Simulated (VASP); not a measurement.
# AlN (Pm) in VASP: a series of runs

The runs below take AlN through single point, with PBE.

All numbers are computed with VASP 6.6.1; they aren't measurements. Logs are shortened: lines on timing, memory, paths and dates and some standing lists are left out, and cuts for length are marked.

## (1) The cell of the first run

The structure is monoclinic, space group Pm (No. 6). Conventional cell: a = 3.313 Å, b = 4.187 Å, c = 5.739 Å, α = 90.00°, β = 90.00°, γ = 90.00°. Within 2.3 Å of Al (site symmetry m) lie 5 N at 1.60 to 2.25 Å. Al (site symmetry m) has 5 N at 1.91 to 2.09 Å within 2.5 Å. Al (site symmetry m) has 5 N at 1.91 to 2.09 Å within 2.5 Å. Al (site symmetry m) has 5 N at 1.91 to 2.09 Å within 2.5 Å. Within 2.5 Å of N (site symmetry m) lie 5 Al at 1.91 to 2.13 Å. Within 2.5 Å of N (site symmetry m) lie 5 Al at 1.91 to 2.09 Å. Within 2.5 Å of N (site symmetry m) lie 5 Al at 1.91 to 2.25 Å. Within 2.1 Å of N (site symmetry m) lie 5 Al at 1.60 to 2.09 Å.

## (2) Single point, PBE (atom 1 (Al) moved by -0.378 Å along [1 0 0] and +0.000 Å along [1 2 0])

The input, INCAR:

```
  PREC = Accurate
  ENCUT = 520
  EDIFF = 1E-6
  ISMEAR = 0
  SIGMA = 0.05
  LREAL = F
  LASPH = T
  NELM = 80
  ALGO = Normal
  ISIF = 2
  LWAVE = F
  LCHARG = F
  GGA = PE
  NBANDS = 26
```

The input, KPOINTS:

```
regular mesh
0
Gamma
  8 6 4
```

The input, POSCAR:

```
AlN
1.0
   -1.6567491617      2.8695737234      0.0000000000
    0.0000000000      0.0000000000      4.1874629526
    4.9702474850      2.8695737234      0.0000000000
Al N
4 4
Direct
    0.5570394132      0.7500000000      0.1096272535
    0.0000000000      0.7500000000      0.6666666667
    0.0000000000      0.2500000000      0.3333333333
    0.5000000000      0.2500000000      0.8333333333
    0.5000000000      0.2500000000      0.1666666667
    0.0000000000      0.2500000000      0.6666666667
    0.0000000000      0.7500000000      0.3333333333
    0.5000000000      0.7500000000      0.8333333333
```

Potentials or basis: VASP PAW PBE potentials, release 64 (Al, N).

On the command line:

```sh
$ cat potpaw_PBE.64/Al/POTCAR potpaw_PBE.64/N/POTCAR > POTCAR
$ mpirun -np 1 vasp_std > vasp.out
```

OUTCAR:

```text
PREC = Accurate
   ENCUT = 520
   EDIFF = 1E-6
   ISMEAR = 0
   LREAL = F
   LASPH = T
   NELM = 80
   ISIF = 2
   GGA = PE

 ion  position               nearest neighbor table
   1  0.557  0.750  0.110-   8 1.60   7 1.95   5 2.13   5 2.13   7 2.25   4 2.63   4 2.63   3 2.86
                             3 2.86   2 2.94   3 3.07   3 3.07   2 3.14
   2  0.000  0.750  0.667-   8 1.91   8 1.91   7 1.91   6 2.09   6 2.09   4 2.84   4 2.84   4 2.84
                             4 2.84   3 2.84   3 2.84   1 2.94   1 3.14
   3  0.000  0.250  0.333-   5 1.91   5 1.91   6 1.91   7 2.09   7 2.09   2 2.84   2 2.84   1 2.86
                             1 2.86   1 3.07   1 3.07   4 3.31   4 3.31   4 3.31   4 3.31
   4  0.500  0.250  0.833-   6 1.91   6 1.91   5 1.91   8 2.09   8 2.09   1 2.63   1 2.63   2 2.84
                             2 2.84   2 2.84   2 2.84   3 3.31   3 3.31   3 3.31   3 3.31
   5  0.500  0.250  0.167-   3 1.91   3 1.91   4 1.91   1 2.13   1 2.13
   6  0.000  0.250  0.667-   4 1.91   4 1.91   3 1.91   2 2.09   2 2.09
   7  0.000  0.750  0.333-   2 1.91   1 1.95   3 2.09   3 2.09   1 2.25
   8  0.500  0.750  0.833-   1 1.60   2 1.91   2 1.91   4 2.09   4 2.09

  LATTYP: Found a simple orthorhombic cell.
 ALAT       =     3.3134983233
 B/A-ratio  =     1.2637588868
 C/A-ratio  =     1.7320508076

  Lattice vectors:

 A1 = (  -1.6567491617,   2.8695737234,   0.0000000000)
 A2 = (   0.0000000000,   0.0000000000,   4.1874629526)
 A3 = (   4.9702474850,   2.8695737234,   0.0000000000)

Analysis of symmetry for initial positions (statically):
=====================================================================
 Subroutine PRICEL returns:
 Original cell was already a primitive cell.

 Routine SETGRP: Setting up the symmetry group for a
 simple orthorhombic supercell.

 Subroutine GETGRP returns: Found  2 space group operations
 (whereof  1 operations were pure point group operations)
 out of a pool of  8 trial point group operations.

The static configuration has the point symmetry C_1 .
 The point group associated with its full space group is C_1h.

Analysis of symmetry for dynamics (positions and initial velocities):
=====================================================================
 Subroutine PRICEL returns:
 Original cell was already a primitive cell.

 Routine SETGRP: Setting up the symmetry group for a
 simple orthorhombic supercell.

 Subroutine GETGRP returns: Found  2 space group operations
 (whereof  1 operations were pure point group operations)
 out of a pool of  8 trial point group operations.

The dynamic configuration has the point symmetry C_1 .
 The point group associated with its full space group is C_1h.

 Subroutine INISYM returns: Found  2 space group operations
 (whereof  1 operations are pure point group operations),
 and found     1 'primitive' translations

----------------------------------------------------------------------------------------

                                     Primitive cell

  volume of cell :      79.6315

  direct lattice vectors                    reciprocal lattice vectors
    -1.656749162  2.869573723  0.000000000    -0.150897919  0.261362862  0.000000000
     0.000000000  0.000000000  4.187462953     0.000000000  0.000000000  0.238808083
     4.970247485  2.869573723  0.000000000     0.150897919  0.087120954  0.000000000

  length of vectors
     3.313498323  4.187462953  5.739147447     0.301795837  0.238808083  0.174241908

  position of ions in fractional coordinates (direct lattice)
     0.557039413  0.750000000  0.109627254
     0.000000000  0.750000000  0.666666667
     0.000000000  0.250000000  0.333333333
     0.500000000  0.250000000  0.833333333
     0.500000000  0.250000000  0.166666667
     0.000000000  0.250000000  0.666666667
     0.000000000  0.750000000  0.333333333
     0.500000000  0.750000000  0.833333333

  ion indices of the primitive-cell ions
   primitive index   ion index
                 1           1
                 2           2
                 3           3
                 4           4
                 5           5
                 6           6
                 7           7
                 8           8

----------------------------------------------------------------------------------------

 KPOINTS: regular mesh

Automatic generation of k-mesh.
 Grid dimensions read from file:
 generate k-points for:    8    6    4

 Generating k-lattice:

  Cartesian coordinates                     Fractional coordinates (reciprocal lattice)
    -0.018862240  0.032670358  0.000000000     0.125000000  0.000000000  0.000000000
     0.000000000  0.000000000  0.039801347     0.000000000  0.166666667  0.000000000
     0.037724480  0.021780238  0.000000000     0.000000000  0.000000000  0.250000000

  Length of vectors
     0.037724480  0.039801347  0.043560477

  Shift w.r.t. Gamma in fractional coordinates (k-lattice)
     0.000000000  0.000000000  0.000000000

 Subroutine IBZKPT returns following result:
 ===========================================

 Found     72 irreducible k-points:

 Following reciprocal coordinates:
            Coordinates               Weight
  0.000000  0.000000  0.000000      1.000000
  0.125000  0.000000 -0.000000      2.000000
  0.250000  0.000000 -0.000000      2.000000
  0.375000  0.000000 -0.000000      2.000000
  0.500000  0.000000 -0.000000      1.000000
  0.000000  0.166667  0.000000      2.000000
[... 16 lines left out ...]
  0.125000  0.000000 -0.250000      2.000000
  0.250000  0.000000  0.250000      2.000000
 [... further k-points ...]
   k-points           NKPTS =     72   k-points in BZ     NKDIM =     72   number of bands    NBANDS=     26
   number of dos      NEDOS =    301   number of ions     NIONS =      8
   total plane-waves  NPLWV =  43008
   dimension x,y,z NGX =    28 NGY =   32 NGZ =   48
   dimension x,y,z NGXF=    56 NGYF=   64 NGZF=   96
   ions per type =               4   4
   NGX,Y,Z   is equivalent  to a cutoff of  14.05, 12.70, 13.90 a.u.
   NGXF,Y,Z  is equivalent  to a cutoff of  28.10, 25.41, 27.81 a.u.
 SYSTEM =  unknown system
   PREC   = accura    normal or accurate (medium, high low for compatibility)
   ISTART =      0    job   : 0-new  1-cont  2-samecut
   ICHARG =      2    charge: 1-file 2-atom 10-const
   ISPIN  =      1    spin polarized calculation?
   LNONCOLLINEAR =      F non collinear calculations
   LSORBIT =      F    spin-orbit coupling
   LASPH  =      T    aspherical Exc in radial PAW
   ENCUT  =  520.0 eV  38.22 Ry    6.18 a.u.   6.16  7.79 10.67*2*pi/ulx,y,z
   NELM   =     80;   NELMIN=  2; NELMDL= -5     # of ELM steps
   EDIFF  = 0.1E-05   stopping-criterion for ELM
   LREAL  =      F    real-space projection
   EDIFFG = 0.1E-04   stopping-criterion for IOM
   NSW    =      0    number of steps for IOM
   IBRION =     -1    ionic relax: 0-MD 1-quasi-New 2-CG
   NFREE  =      0    steps in history (QN), initial steepest desc. (CG)
   ISIF   =      2    stress and relaxation
   ISYM   =      2    0-nonsym 1-usesym 2-fastsym
   POTIM  = 0.5000    time-step for ionic-motion
   TEBEG  =    0.0;   TEEND  =   0.0 temperature during run
   PSTRESS=    0.0 pullay stress
   NELECT =      32.0000    total number of electrons
   NUPDOWN=      -1.0000    fix difference up-down
   EMIN   =  10.00;   EMAX   =-10.00  energy-range for DOS
   EFERMI =   0.00;   METHOD = LEGACY
   ISMEAR =     0;   SIGMA  =   0.05  broadening in eV -4-tet -1-fermi 0-gaus
   EFERMI_NEDOS =   21; number of points for ismear=-14 and -15
   IALGO  =     38    algorithm
   IMIX   =      4    mixing-type and parameters
     AMIX     =   0.40;   BMIX     =  1.00
     AMIX_MAG =   1.60;   BMIX_MAG =  1.00
  volume/ion in A,a.u.               =       9.95        67.17
  Fermi-wavevector in a.u.,A,eV,Ry     =   1.208082  2.282944 19.857191  1.459462
  Thomas-Fermi vector in A             =   2.343701
   LORBIT       =      0    0 simple, 1 ext, 2 COOP (PROOUT), +10 PAW based schemes
   GGA     = PE    functional components
   LHFCALC =     F    Hartree Fock is set to
   AEXX    =    0.0000 exact exchange contribution
   IVDW    =     0    specifies the selected vdW correction
   LEPSILON=     F    determine dielectric tensor
   LRPA    =     F    only Hartree local field effects (RPA)
 non-spin polarized calculation
 Gauss-broadening in eV      SIGMA  =   0.05
  energy-cutoff  :      520.00
  volume of cell :       79.63
 maximum number of plane-waves:      2174
 NGX is ok and might be reduce to    28
   NGX = 13   NGY = 15   NGZ = 21

 number of electron      31.9999993 magnetization

 Free energy of the ion-electron system (eV)
  ---------------------------------------------------
  ext. energy  EPLUGINS =         0.00000000
  ---------------------------------------------------
  free energy    TOTEN  =       -56.94411067 eV

  energy without entropy =      -56.94411067  energy(sigma->0) =      -56.94411067

 E-fermi :   8.1982     XC(G=0): -11.1537

 val. band max:        7.9840562948   @ k =   0.0000   0.0000   0.0000
 cond. band min:      10.6702832561   @ k =   0.0000   0.0000   0.0000
 fundamental gap:      2.6862269613
 Fermi energy:         8.1981895296

 k-point     1 :       0.0000    0.0000    0.0000
  band No.  band energies     occupation
      1      -9.1947      2.00000
      2      -6.8514      2.00000
      3      -6.3054      2.00000
      4      -4.8003      2.00000
      5       0.8101      2.00000
      6       1.4078      2.00000
[... 18 lines left out ...]
     25      17.0221      0.00000
     26      18.7325      0.00000

 k-point     2 :       0.1250    0.0000   -0.0000
  band No.  band energies     occupation
      1      -9.0715      2.00000
      2      -6.7559      2.00000
      3      -6.3235      2.00000
      4      -4.8035      2.00000
      5       0.9489      2.00000
      6       1.3510      2.00000
[... 18 lines left out ...]
     25      17.8845      0.00000
[... 608 lines left out ...]
     25      17.5683      0.00000
     26      17.9871      0.00000

 k-point    24 :       0.2500    0.0000    0.2500
  band No.  band energies     occupation
      1      -8.6320      2.00000
      2      -6.9830      2.00000
      3      -6.0713      2.00000
      4      -4.8067      2.00000
      5       1.3833      2.00000
      6       1.4712      2.00000
[... 18 lines left out ...]
     25      17.5872      0.00000
     26      18.0498      0.00000

 [... further k-points ...]
[... 5 lines left out ...]
  --------------------------------------------------------------------------------------
  -------------------------------------------------------------------------------------
  Total        5.8981800      3.2869136      0.1903930      5.6585389      0.0000000      0.0000000
  in kB      118.6706955     66.1323191      3.8306846    113.8491456      0.0000000      0.0000000
  external PRESSURE =      62.8778997 kB  Pullay stress =       0.0000000 kB

 VOLUME and BASIS-vectors are now :
 -----------------------------------------------------------------------------
  energy-cutoff  :      520.00
  volume of cell :       79.63
      direct lattice vectors                 reciprocal lattice vectors
    -1.656749162  2.869573723  0.000000000    -0.150897919  0.261362862  0.000000000
     0.000000000  0.000000000  4.187462953     0.000000000  0.000000000  0.238808083
     4.970247485  2.869573723  0.000000000     0.150897919  0.087120954  0.000000000

 POSITION                                       TOTAL-FORCE (eV/Angst)
 -----------------------------------------------------------------------------------
     -0.37800      1.91305      3.14060        10.066406      5.271890      0.000000
      3.31350      1.91305      3.14060        -1.665387     -0.843088      0.000000
      1.65675      0.95652      1.04687        -0.412158      0.051691      0.000000
      3.31350      3.82610      1.04687        -0.148720     -0.328505      0.000000
      0.00000      1.91305      1.04687        -1.508046     -0.359861      0.000000
      3.31350      1.91305      1.04687         0.617717      0.393051      0.000000
      1.65675      0.95652      3.14060        -1.023258     -0.171652      0.000000
      3.31350      3.82610      3.14060        -5.926555     -4.013526      0.000000
 -----------------------------------------------------------------------------------
    total drift:                                0.000154      0.000331      0.000000

  FREE ENERGIE OF THE ION-ELECTRON SYSTEM (eV)
  ---------------------------------------------------
  free  energy   TOTEN  =       -56.9441106719 eV

  energy  without entropy=      -56.9441106719  energy(sigma->0) =      -56.94411067
```

Wall time 1.7 min (1 thread of AMD EPYC 9R45 (Zen 5), shared host); peak memory 0.23 GiB.

Results:

* Free energy: -56.9441 eV
* Pressure: 6.3 GPa
* Largest force: 11.363 eV/Å
* Band gap on the k mesh: 2.69 eV

Forces in eV/Å, atoms in the order of the input:
```
Al  10.066  5.272  0.000
Al  -1.665 -0.843  0.000
Al  -0.412  0.052  0.000
Al  -0.149 -0.329  0.000
N   -1.508 -0.360  0.000
N    0.618  0.393  0.000
N   -1.023 -0.172  0.000
N   -5.927 -4.014  0.000
```

Caveat: the cell differs from its parent crystal (atom 1 (Al) moved by -0.378 Å along [1 0 0] and +0.000 Å along [1 2 0]); the stress differs along the axes, from 0 to 12 GPa; forces of over 1 eV/Å act on the atoms, so gaps and moduli don't describe the material at rest. A k mesh can miss the band edges.

## (3) Single point, PBE (atom 1 (Al) moved by +0.000 Å along [1 0 0] and +0.630 Å along [1 2 0])

The input, INCAR:

```
ALGO     = Normal         # electronic algorithm
EDIFF    = 1E-6           # SCF threshold, eV
ENCUT    = 520            # plane-wave cutoff, eV
GGA      = PE             # functional
ISIF     = 2              # what is computed and relaxed
ISMEAR   = 0              # smearing method
LASPH    = T              # aspherical terms in the spheres
LCHARG   = T              # write CHGCAR
LELF     = T              # ELF
LREAL    = F              # projectors in reciprocal space
LVHAR    = T            
LWAVE    = F              # write WAVECAR
NBANDS   = 26             # bands
NELM     = 100            # most SCF steps
PREC     = Accurate       # precision mode
SIGMA    = 0.05           # smearing width, eV
```

The input, KPOINTS:

```
k-points
0
Gamma
  8 6 4
```

Edit POSCAR of step 2 so:

```diff
@@ -8,3 +8,3 @@
 Direct
-    0.5570394132      0.7500000000      0.1096272535
+    0.6646586028      0.7500000000      0.2215528676
     0.0000000000      0.7500000000      0.6666666667
```

Potentials or basis: VASP PAW PBE potentials, release 64 (Al, N).

On the command line:

```sh
$ cat potpaw_PBE.64/Al/POTCAR potpaw_PBE.64/N/POTCAR > POTCAR
$ mpirun -np 1 vasp_std > vasp.out
```

Wall time 1.7 min (1 thread of AMD EPYC 9R45 (Zen 5), shared host); peak memory 0.23 GiB.

The run converged. Its results:

```
Free energy            : -49.8070 eV
Pressure               : 32.3 GPa
Largest force          : 45.027 eV/Å
Band gap on the k mesh : 2.83 eV
```

Forces in eV/Å, atoms in the order of the input:
```
Al   -0.894 -45.018   0.000
Al    0.924   0.964   0.000
Al   -0.364   1.582   0.000
Al    0.353   0.057   0.000
N     0.559   1.652   0.000
N    -0.659  -0.381   0.000
N     0.104  40.409   0.000
N    -0.022   0.735   0.000
```

Stress tensor (GPa, compression positive):
```
-4.49  0.45  0.00
 0.45 99.59  0.00
 0.00  0.00  1.89
```

Levels at points of the mesh, in eV from the valence-band top:
```tsv
k point	band 12	band 13	band 14	band 15	band 16	band 17	band 18	band 19	band 20	band 21
(0.00, 0.00, 0.00)	-2.65	-1.95	-1.40	-0.90	0.00	2.83	3.73	4.45	6.66	6.86
(0.50, 0.00, 0.00)	-3.37	-3.06	-2.23	-2.10	-1.48	5.27	5.69	6.03	6.28	6.79
(0.00, 0.50, 0.00)	-2.38	-2.32	-1.90	-1.69	-1.18	4.79	4.99	5.66	5.72	8.13
(0.50, 0.50, 0.00)	-3.59	-1.89	-0.92	-0.56	-0.48	5.19	5.77	6.41	6.58	8.24
(0.00, 0.00, 0.50)	-2.57	-1.69	-1.55	-0.85	-0.57	4.39	4.70	5.54	6.03	7.31
(0.50, 0.00, 0.50)	-3.73	-3.18	-2.37	-1.64	-0.78	3.76	4.14	6.13	6.76	7.33
(0.00, 0.50, 0.50)	-2.51	-2.27	-2.05	-1.38	-1.12	4.91	5.12	5.53	5.82	7.75
(0.50, 0.50, 0.50)	-2.64	-2.48	-1.33	-1.24	-1.13	4.61	4.88	5.14	5.25	8.40
```

Caveat: the cell differs from its parent crystal (atom 1 (Al) moved by +0.000 Å along [1 0 0] and +0.630 Å along [1 2 0]); atoms lie so close that the PAW spheres overlap strongly, which falsifies energies and pressures; the stress differs along the axes, from -4 to 100 GPa; forces of over 1 eV/Å act on the atoms, so gaps and moduli don't describe the material at rest.

(Part 1 of 2 ends here.)
